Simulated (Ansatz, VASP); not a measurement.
CaO in VASP and in Ansatz

POSCAR

```
CaO
1.0
    0.0000000000      2.4934521181      2.4934521181
    2.4934521181      0.0000000000      2.4934521181
    2.4934521181      2.4934521181      0.0000000000
Ca O
1 1
Direct
    0.0000000000      0.0000000000      0.0000000000
    0.5000000000      0.5000000000      0.5000000000
```

INCAR.step1

```
SYSTEM = CaO
PREC = Accurate ; ENCUT = 520
EDIFF = 1E-5 ; ISMEAR = 0
SIGMA = 0.01 ; LREAL = .FALSE.
LASPH = .TRUE. ; NELM = 100
ALGO = Normal ; ISIF = 2
LWAVE = .TRUE. ; LCHARG = .FALSE.
NBANDS = 15 ; GGA = PE
```

File INCAR.step2:

```
SYSTEM = CaO
PREC = Accurate ; ENCUT = 520
EDIFF = 1E-7 ; ISMEAR = 0
SIGMA = 0.01 ; LREAL = .FALSE.
LASPH = .TRUE. ; NELM = 100
ALGO = Normal ; ISIF = 2
LWAVE = .FALSE. ; LCHARG = .FALSE.
GGA = PE ; LHFCALC = .TRUE.
HFSCREEN = 0.2079 ; PRECFOCK = Normal
NBANDS = 15 ; ISTART = 1
```

The input KPOINTS:

```
Automatic mesh
0
G
  6 6 6
  0 0 0
```

Input for Ansatz:

```yaml
crystal:
  lattice:
    - [0.0, 2.4934521181, 2.4934521181]
    - [2.4934521181, 0.0, 2.4934521181]
    - [2.4934521181, 2.4934521181, 0.0]
  atoms:
    - { symbol: Ca, position: [0.0, 0.0, 0.0] }
    - { symbol: O, position: [0.5, 0.5, 0.5] }
kpoints:
  mp_grid: { grid: [6, 6, 6] }
  band_path:
    path:
      - [0.0, 0.0, 0.0]
      - [0.5, 0.0, 0.5]
      - [0.625, 0.25, 0.625]
      - [0.375, 0.375, 0.75]
      - [0.5, 0.5, 0.5]
      - [0.5, 0.25, 0.75]
      - [0.0, 0.5, 0.5]
    npoints: 1
hamiltonian:
  xc: hse06
scf:
  occupations: { method: fixed }
  n_extra_bands: 4
output:
  forces: true
  stress: true
  eigenvalues: true
```

Change from the starting cell: hydrostatic strain +4.0%.

Alike in both runs: task single point; functional HSE06; k mesh 6 × 6 × 6; no spin polarisation.

|  | VASP | Ansatz |
| --- | --- | --- |
| version | VASP 6.6.1 | Ansatz 0.2.0 |
| potentials or method | VASP PAW PBE potentials, release 64 (Ca_sv, O) | plane waves, PAW |
| plane-wave cutoff (eV) | 520 | 420 |
| occupations | gaussian, width 0.01 eV | fixed |
| valence electrons in the cell | 16 | 16 |

```tsv
	VASP	Ansatz	Ansatz less VASP
gap on the k mesh at the Fermi level (eV)	5.27	5.28	+0.012
pressure (GPa)	-9.9	-10.3	-0.43
```

Ansatz's warnings: stress exchange threshold loose, stress scf threshold loose.
